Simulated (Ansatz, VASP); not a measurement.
BaS: VASP beside Ansatz

File POSCAR:

```
BaS
1.0
    3.8337582597      0.0000000000      0.0000000000
    0.0000000000      3.8337582597      0.0000000000
    0.0000000000      0.0000000000      3.8337582597
Ba S
1 1
Direct
    0.0000000000      0.0000000000      0.0000000000
    0.5000000000      0.5000000000      0.5000000000
```

The input INCAR.step1:

```
SYSTEM = BaS
PREC = Accurate
ENCUT = 520
EDIFF = 1E-5
ISMEAR = 0
SIGMA = 0.01
LREAL = .False.
LASPH = .True.
NELM = 60
ALGO = Normal
ISIF = 2
LWAVE = .True.
LCHARG = .False.
NBANDS = 15
GGA = PE
```

Contents of INCAR.step2:

```
SYSTEM = BaS
PREC = Accurate
ENCUT = 520
EDIFF = 1E-6
ISMEAR = 0
SIGMA = 0.01
LREAL = .False.
LASPH = .True.
NELM = 60
ALGO = Normal
ISIF = 2
LWAVE = .False.
LCHARG = .False.
GGA = PE
LHFCALC = .True.
HFSCREEN = 0.2079
PRECFOCK = Normal
NBANDS = 15
ISTART = 1
```

KPOINTS

```
regular mesh
0
Gamma
  4 4 4
  0 0 0
```

Input for Ansatz:

```yaml
crystal:
  lattice:
    - [3.8337582597, 0.0, 0.0]
    - [0.0, 3.8337582597, 0.0]
    - [0.0, 0.0, 3.8337582597]
  atoms:
    - { symbol: Ba, position: [0.0, 0.0, 0.0] }
    - { symbol: S, position: [0.5, 0.5, 0.5] }
kpoints:
  mp_grid: { grid: [4, 4, 4] }
  band_path:
    path:
      - [0.0, 0.0, 0.0]
      - [0.0, 0.5, 0.0]
      - [0.5, 0.5, 0.0]
      - [0.5, 0.5, 0.5]
      - [0.0, 0.5, 0.5]
    npoints: 1
hamiltonian:
  xc: hse06
scf:
  occupations: { method: fixed }
  n_extra_bands: 4
output:
  forces: true
  stress: true
  eigenvalues: true
  write_density: true
  write_potential: true
  elf: true
  volumetric_format: npy
```

Alike in both runs: task single point; functional HSE06; k mesh 4 × 4 × 4; no spin polarisation.

|  | VASP | Ansatz |
| --- | --- | --- |
| version | VASP 6.6.1 | Ansatz 0.2.0 |
| potentials or method | VASP PAW PBE potentials, release 64 (Ba_sv, S) | plane waves, PAW |
| plane-wave cutoff (eV) | 520 | 420 |
| occupations | gaussian, width 0.01 eV | fixed |
| valence electrons in the cell | 16 | 16 |

VASP gave:

| Item | Value |
| --- | --- |
| gap on the k mesh at the Fermi level (eV) | 2.34 |
| pressure (GPa) | 0.5 |

Task: Estimate Ansatz's values.

Result: gap on the k mesh at the Fermi level (eV): 2.45; pressure (GPa): -0.4.

Ansatz's warnings: stress exchange threshold loose, stress scf threshold loose.

Spin-orbit coupling is off throughout.
